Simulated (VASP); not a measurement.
# Al16C (a cell with a defect) in VASP: a series of runs

Al16C (a cell with a defect) is run at these levels: PBE; tasks: single point.

Program: VASP 6.6.1. These are calculated values, not measurements. Logs are shortened: lines on timing, memory, paths and dates and some standing lists are left out, and cuts for length are marked.

### Step 1. The cell of the first run

The cell holds a defect, 17 atoms: a = 6.996 Å, b = 6.996 Å, c = 6.996 Å, α = 109.47°, β = 109.47°, γ = 109.47°.

### Step 2. Single point, PBE

File INCAR:

```
SYSTEM = Al16C
ALGO     = Normal         ! electronic algorithm
EDIFF    = 1E-7           ! SCF threshold, eV
ENCUT    = 520            ! plane-wave cutoff, eV
GGA      = PE             ! functional
ISIF     = 2              ! what is computed and relaxed
ISMEAR   = 1              ! smearing method
LASPH    = .True.         ! aspherical terms in the spheres
LCHARG   = .False.        ! write CHGCAR
LREAL    = Auto         
LWAVE    = .False.        ! write WAVECAR
NBANDS   = 40             ! bands
NELM     = 100            ! most SCF steps
PREC     = Accurate       ! precision mode
SIGMA    = 0.1            ! smearing width, eV
```

File KPOINTS:

```
k-points
0
Gamma
  3 3 3
  0 0 0
```

File POSCAR:

```
Al16C
1.0
   -4.0389296000      4.0389296000      4.0389296000
    4.0389296000     -4.0389296000      4.0389296000
    4.0389296000      4.0389296000     -4.0389296000
Al C
16 1
Direct
   -0.0231154066     -0.0320630743     -0.0320171463
    0.0049625772      0.2489780956      0.7495254436
    0.0058115645      0.4912242095      0.4912513206
    0.0049732236      0.7495953878      0.2491086995
    0.2567636980      0.0033909975      0.7573668776
    0.2381040511      0.2373050771      0.4880349982
    0.2378763918      0.4879090985      0.2371174036
    0.2568264621      0.7573614306      0.0034280122
    0.4907043936     -0.0039411432      0.4889999816
    0.5075026561      0.2731795573      0.2732227618
    0.4906990704      0.4889570247     -0.0037873896
    0.4818026539      0.7500240905      0.7500040357
    0.7443281507      0.0033853029      0.2387174562
    0.7442487980      0.2386525876      0.0034294978
    0.7689184530      0.4733234271      0.7773226599
    0.7687316461      0.7771483563      0.4733500430
    0.6424885445      0.6140622010      0.6142124884
```

Potentials or basis: VASP PAW PBE potentials, release 64 (Al, C).

The run is started by

```sh
> cat potpaw_PBE.64/Al/POTCAR potpaw_PBE.64/C/POTCAR > POTCAR
> mpirun -np 1 vasp_std > vasp.out
```

OUTCAR:

```text
SYSTEM = Al16C
   EDIFF = 1E-7
   ENCUT = 520
   GGA = PE
   ISIF = 2
   ISMEAR = 1
   LASPH = .True.
   LREAL = Auto
   NELM = 100
   PREC = Accurate

 ion  position               nearest neighbor table
   1  0.977  0.968  0.968-  17 2.43   5 2.81   8 2.81  12 2.84  16 2.85  15 2.85   4 2.86   2 2.86
                            13 2.88  14 2.88   7 2.97   6 2.97  10 3.05
   2  0.005  0.249  0.750-  15 2.64  16 2.71  11 2.77   7 2.79   6 2.83   5 2.84   3 2.86   1 2.86
                             8 2.90  13 2.92   9 2.94  14 2.94
   3  0.006  0.491  0.491-  12 2.72   7 2.78   6 2.78  14 2.79  13 2.79  10 2.86   4 2.86   2 2.86
                             5 2.93   8 2.93  15 3.00  16 3.00
   4  0.005  0.750  0.249-  16 2.64  15 2.71   9 2.77   6 2.79   7 2.83   8 2.84   3 2.86   1 2.86
                             5 2.90  14 2.92  11 2.94  13 2.94
   5  0.257  0.003  0.757-  12 2.73  11 2.77  14 2.79  16 2.81   8 2.81   1 2.81   2 2.84   9 2.87
                             6 2.88   4 2.90   3 2.93  10 2.95
   6  0.238  0.237  0.488-  10 2.77   3 2.78   4 2.79   9 2.82  13 2.82   2 2.83   7 2.86   5 2.88
                            11 2.90  12 2.93   1 2.97  15 3.05
   7  0.238  0.488  0.237-  10 2.78   3 2.78   2 2.79  11 2.82  14 2.82   4 2.83   6 2.86   8 2.88
                             9 2.90  12 2.93   1 2.97  16 3.05
   8  0.257  0.757  0.003-  12 2.73   9 2.77  13 2.79  15 2.81   5 2.81   1 2.81   4 2.84  11 2.87
                             7 2.88   2 2.90   3 2.93  10 2.95
   9  0.491  0.996  0.489-  15 2.75   8 2.77   4 2.77   6 2.82  10 2.82  16 2.86   5 2.87  13 2.88
                            12 2.90   7 2.90   2 2.94  14 2.94
  10  0.508  0.273  0.273-  17 2.34   6 2.77   7 2.78  11 2.82   9 2.82   3 2.86  14 2.90  13 2.90
                            16 2.90  15 2.91   8 2.95   5 2.95   1 3.05
  11  0.491  0.489  0.996-  16 2.75   5 2.77   2 2.77   7 2.82  10 2.82  15 2.86   8 2.87  14 2.88
                            12 2.90   6 2.90   4 2.94  13 2.94
  12  0.482  0.750  0.750-  17 1.97   3 2.72   8 2.73   5 2.73  14 2.79  13 2.79   1 2.84   9 2.90
                            11 2.90   6 2.93   7 2.93  16 3.22  15 3.22
  13  0.744  0.003  0.239-  16 2.64  14 2.69   8 2.79   3 2.79  12 2.79   6 2.82   9 2.88   1 2.88
                            10 2.90   2 2.92   4 2.94  11 2.94
  14  0.744  0.239  0.003-  15 2.64  13 2.69   5 2.79   3 2.79  12 2.79   7 2.82  11 2.88   1 2.88
                            10 2.90   4 2.92   9 2.94   2 2.94
  15  0.769  0.473  0.777-  17 1.93  14 2.64   2 2.64   4 2.71   9 2.75   8 2.81   1 2.85  11 2.86
                            10 2.91   3 3.00   6 3.05  12 3.22
  16  0.769  0.777  0.473-  17 1.93  13 2.64   4 2.64   2 2.71  11 2.75   5 2.81   1 2.85   9 2.86
                            10 2.90   3 3.00   7 3.05  12 3.22
  17  0.642  0.614  0.614-  15 1.93  16 1.93  12 1.97  10 2.34   1 2.43

  LATTYP: Found a body centered cubic cell.
 ALAT       =     8.0778592000

  Lattice vectors:

 A1 = (  -4.0389296000,   4.0389296000,   4.0389296000)
 A2 = (   4.0389296000,  -4.0389296000,   4.0389296000)
 A3 = (   4.0389296000,   4.0389296000,  -4.0389296000)

Analysis of symmetry for initial positions (statically):
=====================================================================
 Subroutine PRICEL returns:
 Original cell was already a primitive cell.

 Routine SETGRP: Setting up the symmetry group for a
 body centered cubic supercell.

 Subroutine GETGRP returns: Found  1 space group operations
 (whereof  1 operations were pure point group operations)
 out of a pool of 48 trial point group operations.

The static configuration has the point symmetry C_1 .

Analysis of symmetry for dynamics (positions and initial velocities):
=====================================================================
 Subroutine PRICEL returns:
 Original cell was already a primitive cell.

 Routine SETGRP: Setting up the symmetry group for a
 body centered cubic supercell.

 Subroutine GETGRP returns: Found  1 space group operations
 (whereof  1 operations were pure point group operations)
 out of a pool of 48 trial point group operations.

The dynamic configuration has the point symmetry C_1 .

 Subroutine INISYM returns: Found  1 space group operations
 (whereof  1 operations are pure point group operations),
 and found     1 'primitive' translations

----------------------------------------------------------------------------------------

                                     Primitive cell

  volume of cell :     263.5475

  direct lattice vectors                    reciprocal lattice vectors
    -4.038929600  4.038929600  4.038929600     0.000000000  0.123795176  0.123795176
     4.038929600 -4.038929600  4.038929600     0.123795176  0.000000000  0.123795176
     4.038929600  4.038929600 -4.038929600     0.123795176  0.123795176  0.000000000

  length of vectors
[... 64 lines left out ...]

 Found     14 irreducible k-points:

 Following reciprocal coordinates:
            Coordinates               Weight
  0.000000  0.000000  0.000000      1.000000
  0.333333  0.000000  0.000000      2.000000
  0.000000  0.333333  0.000000      2.000000
  0.000000  0.000000  0.333333      2.000000
  0.333333  0.000000 -0.333333      2.000000
  0.333333 -0.333333  0.000000      2.000000
  0.000000  0.333333 -0.333333      2.000000
  0.333333  0.333333  0.000000      2.000000
  0.000000  0.333333  0.333333      2.000000
  0.333333  0.000000  0.333333      2.000000
 -0.333333 -0.333333 -0.333333      2.000000
 -0.333333  0.333333  0.333333      2.000000
  0.333333 -0.333333  0.333333      2.000000
  0.333333  0.333333 -0.333333      2.000000
   k-points           NKPTS =     14   k-points in BZ     NKDIM =     14   number of bands    NBANDS=     40
   number of dos      NEDOS =    301   number of ions     NIONS =     17
   total plane-waves  NPLWV = 157464
   dimension x,y,z NGX =    54 NGY =   54 NGZ =   54
   dimension x,y,z NGXF=   108 NGYF=  108 NGZF=  108
   ions per type =              16   1
   NGX,Y,Z   is equivalent  to a cutoff of  12.83, 12.83, 12.83 a.u.
   NGXF,Y,Z  is equivalent  to a cutoff of  25.67, 25.67, 25.67 a.u.
 SYSTEM =  Al16C
   PREC   = accura    normal or accurate (medium, high low for compatibility)
   ISTART =      0    job   : 0-new  1-cont  2-samecut
   ICHARG =      2    charge: 1-file 2-atom 10-const
   ISPIN  =      1    spin polarized calculation?
   LNONCOLLINEAR =      F non collinear calculations
   LSORBIT =      F    spin-orbit coupling
   LASPH  =      T    aspherical Exc in radial PAW
   ENCUT  =  520.0 eV  38.22 Ry    6.18 a.u.  13.01 13.01 13.01*2*pi/ulx,y,z
   NELM   =    100;   NELMIN=  2; NELMDL= -5     # of ELM steps
   EDIFF  = 0.1E-06   stopping-criterion for ELM
   LREAL  =      T    real-space projection
   EDIFFG = 0.1E-05   stopping-criterion for IOM
   NSW    =      0    number of steps for IOM
   IBRION =     -1    ionic relax: 0-MD 1-quasi-New 2-CG
   NFREE  =      0    steps in history (QN), initial steepest desc. (CG)
   ISIF   =      2    stress and relaxation
   ISYM   =      2    0-nonsym 1-usesym 2-fastsym
   POTIM  = 0.5000    time-step for ionic-motion
   TEBEG  =    0.0;   TEEND  =   0.0 temperature during run
   PSTRESS=    0.0 pullay stress
   NELECT =      52.0000    total number of electrons
   NUPDOWN=      -1.0000    fix difference up-down
   EMIN   =  10.00;   EMAX   =-10.00  energy-range for DOS
   EFERMI =   0.00;   METHOD = LEGACY
   ISMEAR =     1;   SIGMA  =   0.10  broadening in eV -4-tet -1-fermi 0-gaus
   EFERMI_NEDOS =   21; number of points for ismear=-14 and -15
   IALGO  =     38    algorithm
   IMIX   =      4    mixing-type and parameters
     AMIX     =   0.40;   BMIX     =  1.00
     AMIX_MAG =   1.60;   BMIX_MAG =  1.00
  volume/ion in A,a.u.               =      15.50       104.62
  Fermi-wavevector in a.u.,A,eV,Ry     =   0.953066  1.801034 12.358646  0.908335
  Thomas-Fermi vector in A             =   2.081687
   LORBIT       =      0    0 simple, 1 ext, 2 COOP (PROOUT), +10 PAW based schemes
   GGA     = PE    functional components
   LHFCALC =     F    Hartree Fock is set to
   AEXX    =    0.0000 exact exchange contribution
   IVDW    =     0    specifies the selected vdW correction
   LEPSILON=     F    determine dielectric tensor
   LRPA    =     F    only Hartree local field effects (RPA)
 non-spin polarized calculation
 Methfessel and Paxton  Order N= 1 SIGMA  =   0.10
  energy-cutoff  :      520.00
  volume of cell :      263.55
 maximum number of plane-waves:      7135
 NGX is ok and might be reduce to    54
   NGX = 25   NGY = 25   NGZ = 25

 number of electron      52.0000000 magnetization

 Free energy of the ion-electron system (eV)
  ---------------------------------------------------
  ext. energy  EPLUGINS =         0.00000000
  ---------------------------------------------------
  free energy    TOTEN  =       -67.33341777 eV

  energy without entropy =      -67.33065696  energy(sigma->0) =      -67.33249750

 E-fermi :   8.4020     XC(G=0): -10.3380

 val. band max:        8.3739578561   @ k =  -0.3333   0.3333   0.3333
 cond. band min:       8.4121739533   @ k =   0.3333   0.0000   0.0000
 fundamental gap:      0.0382160972
 Fermi energy:         8.4019940582

 k-point     1 :       0.0000    0.0000    0.0000
  band No.  band energies     occupation
      1      -4.2714      2.00000
      2      -1.9142      2.00000
      3       0.8312      2.00000
      4       0.8492      2.00000
      5       0.9445      2.00000
      6       1.3511      2.00000
[... 563 lines left out ...]
     37      11.1521      0.00000
     38      11.2358      0.00000
 [bands above 38 left out]

------------------------ aborting loop because EDIFF is reached ----------------------------------------

  FORCE on cell =-STRESS in cart. coord.  units (eV):
  Direction    XX          YY          ZZ          XY          YZ          ZX
  --------------------------------------------------------------------------------------
  -------------------------------------------------------------------------------------
  Total        1.4696214      7.7378506      7.7185721     -1.1460015     -1.1252731     -1.1466282
  in kB        8.9342317     47.0405165     46.9233173     -6.9668574     -6.8408440     -6.9706675
  external PRESSURE =      34.2993552 kB  Pullay stress =       0.0000000 kB

 VOLUME and BASIS-vectors are now :
 -----------------------------------------------------------------------------
  energy-cutoff  :      520.00
  volume of cell :      263.55
      direct lattice vectors                 reciprocal lattice vectors
    -4.038929600  4.038929600  4.038929600     0.000000000  0.123795176  0.123795176
     4.038929600 -4.038929600  4.038929600     0.123795176  0.000000000  0.123795176
     4.038929600  4.038929600 -4.038929600     0.123795176  0.123795176  0.000000000

 POSITION                                       TOTAL-FORCE (eV/Angst)
 -----------------------------------------------------------------------------------
      3.87348      3.94575      3.94538        -0.005049     -0.000824     -0.001459
      4.01284      2.04172     -2.00163         0.000299     -0.002294      0.001340
      3.94468      0.02358      0.02336        -0.000685      0.002584      0.002194
      4.01361     -2.00134      2.04152         0.002023      0.001271     -0.002118
      2.03560      4.08231     -2.00820        -0.003176      0.003063     -0.002034
      1.96791      1.97437     -0.05100        -0.000046     -0.001203     -0.001873
[... 9 lines left out ...]
      1.94582      1.87783      4.33187         0.003358     -0.007743      0.002986
      2.36595      2.59557      2.59436        -0.009654      0.004111      0.002335
 -----------------------------------------------------------------------------------
    total drift:                                0.010711      0.001962      0.000143

  FREE ENERGIE OF THE ION-ELECTRON SYSTEM (eV)
  ---------------------------------------------------
  free  energy   TOTEN  =       -67.3334177717 eV

  energy  without entropy=      -67.3306569580  energy(sigma->0) =      -67.33249750
```

It took 4.5 min on 1 thread of Intel Xeon 6975P-C (Granite Rapids), shared host; peak memory 0.39 GiB.

Results:

```yaml
Free_energy: -67.3334 eV
Pressure: 3.4 GPa
Largest_force: 0.011 eV/Å
Band_gap_on_the_k_mesh: zero (bands 26 and 27 overlap by 1.42 eV)
```

Forces on the atoms (eV/Å):
```
Al  -0.005 -0.001 -0.001
Al   0.000 -0.002  0.001
Al  -0.001  0.003  0.002
Al   0.002  0.001 -0.002
Al  -0.003  0.003 -0.002
Al   0.000 -0.001 -0.002
Al   0.001  0.000 -0.001
Al  -0.003 -0.002  0.005
Al   0.004  0.000  0.003
Al   0.009  0.002  0.001
Al   0.000  0.001  0.001
Al  -0.003  0.001  0.001
Al   0.001 -0.001 -0.001
Al   0.000 -0.001 -0.001
Al   0.004  0.001 -0.009
Al   0.003 -0.008  0.003
C   -0.010  0.004  0.002
```

Caveat: the k points lie up to 0.37 Å⁻¹ apart, too coarse for converged energies and pressures of a metal.

(Part 1 of 2 ends here.)
